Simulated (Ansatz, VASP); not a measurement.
# Two plane-wave programs on Ir

```
Ir
1.0
     0.01680    1.91970    1.91970
     1.91970    0.01680    1.91970
     1.93650    1.93650    0.00000
Ir
1
Direct
  0.00000 0.00000 0.00000
```

Change from the starting cell: strain +0.0175 x Voigt [0, 0, 0, 0, 0, 1], atoms carried along.

Alike in both runs: task single point; functional PBE; k mesh 22 × 22 × 22; occupations gaussian, width 0.15 eV; no spin polarisation.

|  | VASP | Ansatz |
| --- | --- | --- |
| version | VASP 6.6.1 | Ansatz 0.2.0 |
| potentials or method | VASP PAW PBE potentials, release 64 (Ir), cutoff 520 eV | scalar-relativistic, plane waves, PAW |
| valence electrons in the cell | 9 | 17 |

|  | VASP | Ansatz | Ansatz less VASP |
| --- | --- | --- | --- |
| gap on the k mesh at the Fermi level (eV) | none | none | - |
| pressure (GPa) | 9.8 | 9.3 | -0.50 |
| traceless stress, the component that is largest in VASP (GPa) | -4.90 | -4.91 | -0.009 |

A gap of «none» marks a metal or a gap that the smearing closes. VASP's potentials hold 9 valence electrons a cell and Ansatz's 17, so a difference there can come from the potentials and not from the codes.

Spin-orbit coupling is off throughout.
